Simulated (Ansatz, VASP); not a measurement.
# TaN in VASP and in Ansatz

```
Ta N
1.0
     5.17916    0.00000    0.00000
    -2.58958    4.48529    0.00000
     0.00000    0.00000    2.89533
Ta N
3 3
Direct
  0.00000 0.00000 0.00000
  0.33333 0.66667 0.50000
  0.66667 0.33333 0.50000
  0.39333 0.00000 0.00000
  0.60667 0.60667 0.00000
  0.00000 0.39333 0.00000
```

Alike in both runs: functional PBEsol; k mesh 9 × 9 × 12; occupations fermi-dirac, width 0.15 eV; no spin polarisation.

Ansatz relaxed the structure, and its values are those at the end. VASP's run is a single point on that final structure, the one shown.

```csv
,VASP,Ansatz
version,VASP 6.6.1,Ansatz 0.2.0
potentials or method,"VASP PAW PBE potentials, release 64 (Ta_pv, N), cutoff 520 eV","scalar-relativistic, plane waves, PAW"
valence electrons in the cell,48,54
```

```csv
,VASP,Ansatz,Ansatz less VASP
gap on the k mesh at the Fermi level (eV),none,none,-
pressure (GPa),1.0,0.0,-1.00
```

VASP's potentials were made for PBE, not for PBEsol, and Ansatz warns of the same on its side. A gap of «none» marks a metal or a gap that the smearing closes. VASP's potentials hold 48 valence electrons a cell and Ansatz's 54, so a difference there can come from the potentials and not from the codes.

Spin-orbit coupling is off throughout.
